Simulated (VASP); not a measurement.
# W in VASP: single point with r2SCAN

Aim: the single point of W with r2SCAN.

Program: VASP 6.6.1. These are calculated values, not measurements. Logs are shortened: lines on timing, memory, paths and dates and some standing lists are left out, and cuts for length are marked.

## (1) The cell of the first run

The typed cell holds 1 atom: a = 2.846 Å, b = 2.846 Å, c = 2.846 Å, α = 120.00°, β = 120.00°, γ = 90.01°.

This isn't the form of W at room conditions, which is bcc.

## (2) Single point, r2SCAN

POSCAR

```
W
1.0
   -1.4231041611      1.4231041611      2.0122692838
    1.4231041611     -1.4231041611      2.0122692838
    1.4231041611      1.4231041611     -2.0122692838
W
1
Direct
    0.0000000000      0.0000000000      0.0000000000
```

INCAR.step1

```
SYSTEM = W
  PREC = Accurate
  ENCUT = 520
  ISMEAR = 0
  SIGMA = 0.15
  LREAL = .False.
  LASPH = .True.
  NELM = 100
  NBANDS = 13
  GGA = PE
  ALGO = Normal
  EDIFF = 1E-4
  LWAVE = .True.
  LCHARG = .False.
```

INCAR.step2

```
SYSTEM = W
  PREC = Accurate
  ENCUT = 520
  EDIFF = 1E-7
  ISMEAR = 0
  SIGMA = 0.15
  LREAL = .False.
  LASPH = .True.
  NELM = 100
  ALGO = Normal
  ISIF = 2
  LWAVE = .False.
  LCHARG = .False.
  METAGGA = R2SCAN
  LMIXTAU = .True.
  NBANDS = 13
  ISTART = 1
```

KPOINTS

```
Automatic mesh
0
Gamma
  24 24 24
  0 0 0
```

Potentials or basis: VASP PAW PBE potentials, release 64 (W_sv).

Command:

```bash
> cat potpaw_PBE.64/W_sv/POTCAR > POTCAR
> cp INCAR.step1 INCAR
> mpirun -np 1 vasp_std > vasp.out
> cp INCAR.step2 INCAR
> mpirun -np 1 vasp_std > vasp.out
```

OUTCAR:

```text
SYSTEM = W
   PREC = Accurate
   ENCUT = 520
   EDIFF = 1E-7
   ISMEAR = 0
   LREAL = .False.
   LASPH = .True.
   NELM = 100
   ISIF = 2
   METAGGA = R2SCAN
   ISTART = 1

 ion  position               nearest neighbor table
   1  0.000  0.000  0.000-

  LATTYP: Found a body centered tetragonal cell.
 ALAT       =     2.8462083222
 C/A-ratio  =     1.4140000000

  Lattice vectors:

 A1 = (  -1.4231041611,   1.4231041611,   2.0122692838)
 A2 = (   1.4231041611,  -1.4231041611,   2.0122692838)
 A3 = (   1.4231041611,   1.4231041611,  -2.0122692838)

Analysis of symmetry for initial positions (statically):
=====================================================================
 Subroutine PRICEL returns:
 Original cell was already a primitive cell.

 Routine SETGRP: Setting up the symmetry group for a
 body centered tetragonal supercell.

 Subroutine GETGRP returns: Found 16 space group operations
 (whereof 16 operations were pure point group operations)
 out of a pool of 16 trial point group operations.

The static configuration has the point symmetry D_4h.

Analysis of symmetry for dynamics (positions and initial velocities):
=====================================================================
 Subroutine PRICEL returns:
 Original cell was already a primitive cell.

 Routine SETGRP: Setting up the symmetry group for a
 body centered tetragonal supercell.

 Subroutine GETGRP returns: Found 16 space group operations
 (whereof 16 operations were pure point group operations)
 out of a pool of 16 trial point group operations.

The dynamic configuration has the point symmetry D_4h.

 Subroutine INISYM returns: Found 16 space group operations
 (whereof 16 operations are pure point group operations),
 and found     1 'primitive' translations

----------------------------------------------------------------------------------------

                                     Primitive cell

  volume of cell :      16.3012

  direct lattice vectors                    reciprocal lattice vectors
    -1.423104161  1.423104161  2.012269284     0.000000000  0.351344627  0.248475691
     1.423104161 -1.423104161  2.012269284     0.351344627  0.000000000  0.248475691
     1.423104161  1.423104161 -2.012269284     0.351344627  0.351344627  0.000000000

  length of vectors
     2.845993425  2.845993425  2.845993425     0.430329194  0.430329194  0.496876336

  position of ions in fractional coordinates (direct lattice)
     0.000000000  0.000000000  0.000000000

  ion indices of the primitive-cell ions
   primitive index   ion index
                 1           1

----------------------------------------------------------------------------------------

 KPOINTS: Automatic mesh

Automatic generation of k-mesh.
 Grid dimensions read from file:
 generate k-points for:   24   24   24

 Generating k-lattice:

  Cartesian coordinates                     Fractional coordinates (reciprocal lattice)
     0.000000000  0.014639359  0.010353154     0.041666667  0.000000000  0.000000000
     0.014639359  0.000000000  0.010353154     0.000000000  0.041666667  0.000000000
     0.014639359  0.014639359  0.000000000     0.000000000  0.000000000  0.041666667

  Length of vectors
     0.017930383  0.017930383  0.020703181

  Shift w.r.t. Gamma in fractional coordinates (k-lattice)
     0.000000000  0.000000000  0.000000000

 Subroutine IBZKPT returns following result:
 ===========================================

 Found   1063 irreducible k-points:

 Following reciprocal coordinates:
            Coordinates               Weight
  0.000000  0.000000  0.000000      1.000000
  0.041667  0.000000 -0.000000      8.000000
  0.083333  0.000000 -0.000000      8.000000
  0.125000  0.000000 -0.000000      8.000000
  0.166667  0.000000 -0.000000      8.000000
  0.208333  0.000000 -0.000000      8.000000
[... 16 lines left out ...]
  0.416667  0.041667 -0.000000     16.000000
  0.458333  0.041667 -0.000000     16.000000
 [... further k-points ...]
   k-points           NKPTS =   1063   k-points in BZ     NKDIM =   1063   number of bands    NBANDS=     13
   number of dos      NEDOS =    301   number of ions     NIONS =      1
   total plane-waves  NPLWV =  13824
   dimension x,y,z NGX =    24 NGY =   24 NGZ =   24
   dimension x,y,z NGXF=    48 NGYF=   48 NGZF=   48
   ions per type =               1
   NGX,Y,Z   is equivalent  to a cutoff of  14.02, 14.02, 14.02 a.u.
   NGXF,Y,Z  is equivalent  to a cutoff of  28.04, 28.04, 28.04 a.u.
 SYSTEM =  W
   PREC   = accura    normal or accurate (medium, high low for compatibility)
   ISTART =      1    job   : 0-new  1-cont  2-samecut
   ICHARG =      0    charge: 1-file 2-atom 10-const
   ISPIN  =      1    spin polarized calculation?
   LNONCOLLINEAR =      F non collinear calculations
   LSORBIT =      F    spin-orbit coupling
   LASPH  =      T    aspherical Exc in radial PAW
   ENCUT  =  520.0 eV  38.22 Ry    6.18 a.u.   5.29  5.29  5.29*2*pi/ulx,y,z
   NELM   =    100;   NELMIN=  2; NELMDL=  0     # of ELM steps
   EDIFF  = 0.1E-06   stopping-criterion for ELM
   LREAL  =      F    real-space projection
   EDIFFG = 0.1E-05   stopping-criterion for IOM
   NSW    =      0    number of steps for IOM
   IBRION =     -1    ionic relax: 0-MD 1-quasi-New 2-CG
   NFREE  =      0    steps in history (QN), initial steepest desc. (CG)
   ISIF   =      2    stress and relaxation
   ISYM   =      2    0-nonsym 1-usesym 2-fastsym
   POTIM  = 0.5000    time-step for ionic-motion
   TEBEG  =    0.0;   TEEND  =   0.0 temperature during run
   PSTRESS=    0.0 pullay stress
   NELECT =      14.0000    total number of electrons
   NUPDOWN=      -1.0000    fix difference up-down
   EMIN   =  10.00;   EMAX   =-10.00  energy-range for DOS
   EFERMI =   0.00;   METHOD = LEGACY
   ISMEAR =     0;   SIGMA  =   0.15  broadening in eV -4-tet -1-fermi 0-gaus
   EFERMI_NEDOS =   21; number of points for ismear=-14 and -15
   IALGO  =     38    algorithm
   IMIX   =      4    mixing-type and parameters
     AMIX     =   0.40;   BMIX     =  1.00
     AMIX_MAG =   1.60;   BMIX_MAG =  1.00
  volume/ion in A,a.u.               =      16.30       110.01
  Fermi-wavevector in a.u.,A,eV,Ry     =   1.556125  2.940649 32.946829  2.421524
  Thomas-Fermi vector in A             =   2.659966
   LORBIT       =      0    0 simple, 1 ext, 2 COOP (PROOUT), +10 PAW based schemes
   METAGGA = R2SCAN    functional components
   LHFCALC =     F    Hartree Fock is set to
   AEXX    =    0.0000 exact exchange contribution
   IVDW    =     0    specifies the selected vdW correction
   LEPSILON=     F    determine dielectric tensor
   LRPA    =     F    only Hartree local field effects (RPA)
 non-spin polarized calculation
 Gauss-broadening in eV      SIGMA  =   0.15
  energy-cutoff  :      520.00
  volume of cell :       16.30
 maximum number of plane-waves:       459
 NGX is ok and might be reduce to    24
   NGX = 11   NGY = 11   NGZ = 11

 number of electron      14.0000001 magnetization

 Free energy of the ion-electron system (eV)
  ---------------------------------------------------
  ext. energy  EPLUGINS =         0.00000000
  ---------------------------------------------------
  free energy    TOTEN  =       -50.80257910 eV

  energy without entropy =      -50.78820773  energy(sigma->0) =      -50.79539342

 E-fermi :  10.4341     XC(G=0): -14.7730

 val. band max:       10.4295254842   @ k =  -0.4167   0.0833   0.0417
 cond. band min:      10.4356591170   @ k =   0.0833   0.0833   0.0833
 fundamental gap:      0.0061336328
 Fermi energy:        10.4341298251

 k-point     1 :       0.0000    0.0000    0.0000
  band No.  band energies     occupation
      1     -65.1702      2.00000
      2     -28.0965      2.00000
      3     -28.0965      2.00000
      4     -28.0964      2.00000
      5       0.9147      2.00000
      6       9.8352      2.00000
      7       9.8352      2.00000
      8       9.8376      2.00000
      9      13.2527      0.00000
     10      13.2561      0.00000
     11      23.8045      0.00000
     12      29.5102      0.00000
     13      29.5102      0.00000

 k-point     2 :       0.0417    0.0000   -0.0000
  band No.  band energies     occupation
      1     -65.1680      2.00000
      2     -28.1194      2.00000
      3     -28.0994      2.00000
      4     -28.0993      2.00000
      5       0.9956      2.00000
      6       9.7698      2.00000
      7       9.8736      2.00000
      8       9.8752      2.00000
      9      13.2164      0.00000
     10      13.2198      0.00000
     11      23.9700      0.00000
     12      29.0987      0.00000
     13      29.6607      0.00000

 k-point     3 :       0.0833    0.0000   -0.0000
  band No.  band energies     occupation
      1     -65.1619      2.00000
      2     -28.1861      2.00000
      3     -28.1079      2.00000
      4     -28.1077      2.00000
      5       1.2335      2.00000
      6       9.5873      2.00000
      7       9.9811      1.99998
      8       9.9828      1.99998
      9      13.1220      0.00000
     10      13.1252      0.00000
     11      24.4399      0.00000
     12      28.2064      0.00000
     13      30.1034      0.00000

 k-point     4 :       0.1250    0.0000   -0.0000
  band No.  band energies     occupation
      1     -65.1521      2.00000
      2     -28.2913      2.00000
      3     -28.1212      2.00000
      4     -28.1211      2.00000
      5       1.6135      2.00000
      6       9.3304      2.00000
      7      10.1324      1.99556
      8      10.1340      1.99533
      9      13.0120      0.00000
     10      13.0148      0.00000
     11      25.1115      0.00000
     12      27.2626      0.00000
     13      30.8135      0.00000

 k-point     5 :       0.1667    0.0000   -0.0000
  band No.  band energies     occupation
      1     -65.1393      2.00000
      2     -28.4263      2.00000
      3     -28.1387      2.00000
      4     -28.1385      2.00000
      5       2.1085      2.00000
      6       9.0566      2.00000
      7      10.2795      1.85521
      8      10.2813      1.85035
      9      12.9556      0.00000
     10      12.9580      0.00000
     11      25.4983      0.00000
     12      26.8096      0.00000
     13      31.7570      0.00000
[... 257 lines left out ...]
 k-point    22 :       0.3750    0.0417   -0.0000
  band No.  band energies     occupation
      1     -65.0598      2.00000
      2     -29.2038      2.00000
      3     -28.2680      2.00000
      4     -28.2375      2.00000
      5       4.4664      2.00000
      6       9.6870      2.00000
      7       9.8654      2.00000
      8       9.9058      2.00000
      9      14.6786      0.00000
     10      15.3681      0.00000
     11      22.2120      0.00000
     12      25.1307      0.00000
     13      31.1671      0.00000

 k-point    23 :       0.4167    0.0417   -0.0000
  band No.  band energies     occupation
      1     -65.0511      2.00000
      2     -29.2854      2.00000
      3     -28.2765      2.00000
      4     -28.2523      2.00000
      5       4.5393      2.00000
      6       9.6445      2.00000
      7       9.7992      2.00000
      8      10.3532      1.55452
      9      15.2046      0.00000
     10      15.7472      0.00000
     11      21.7223      0.00000
     12      24.2071      0.00000
     13      30.4165      0.00000

 k-point    24 :       0.4583    0.0417   -0.0000
  band No.  band energies     occupation
      1     -65.0462      2.00000
      2     -29.3307      2.00000
      3     -28.2793      2.00000
      4     -28.2624      2.00000
      5       4.5627      2.00000
      6       9.5733      2.00000
      7       9.7438      2.00000
      8      10.7423      0.00366
      9      15.5860      0.00000
     10      15.9236      0.00000
     11      21.3677      0.00000
     12      23.7084      0.00000
     13      30.0691      0.00000

 [... further k-points ...]
[... 5 lines left out ...]
  --------------------------------------------------------------------------------------
  -------------------------------------------------------------------------------------
  Total       -0.0513618     -0.0513618     -0.0584891      0.0000000      0.0000000      0.0000000
  in kB       -5.0481379     -5.0481379     -5.7486481      0.0000000      0.0000000      0.0000000
  external PRESSURE =      -5.2816413 kB  Pullay stress =       0.0000000 kB

 VOLUME and BASIS-vectors are now :
 -----------------------------------------------------------------------------
  energy-cutoff  :      520.00
  volume of cell :       16.30
      direct lattice vectors                 reciprocal lattice vectors
    -1.423104161  1.423104161  2.012269284     0.000000000  0.351344627  0.248475691
     1.423104161 -1.423104161  2.012269284     0.351344627  0.000000000  0.248475691
     1.423104161  1.423104161 -2.012269284     0.351344627  0.351344627  0.000000000

 POSITION                                       TOTAL-FORCE (eV/Angst)
 -----------------------------------------------------------------------------------
      0.00000      0.00000      0.00000         0.000000     -0.000000      0.000000
 -----------------------------------------------------------------------------------
    total drift:                                0.000000      0.000000      0.000000

  FREE ENERGIE OF THE ION-ELECTRON SYSTEM (eV)
  ---------------------------------------------------
  free  energy   TOTEN  =       -50.8025791045 eV

  energy  without entropy=      -50.7882077293  energy(sigma->0) =      -50.79539342
```

Wall time 15 min (1 thread of Intel Xeon 8259CL, shared host); peak memory 0.33 GiB.

What came out:

| Item | Value |
| --- | --- |
| Free energy | -50.8026 eV |
| Pressure | -0.5 GPa |
| Band gap on the k mesh | zero (bands 7 and 8 overlap by 3.65 eV) |

Caveat: the PAW data sets were made with another functional, which shifts forces and pressure a little; spin-orbit coupling is left out, which moves the levels of the heavy elements.
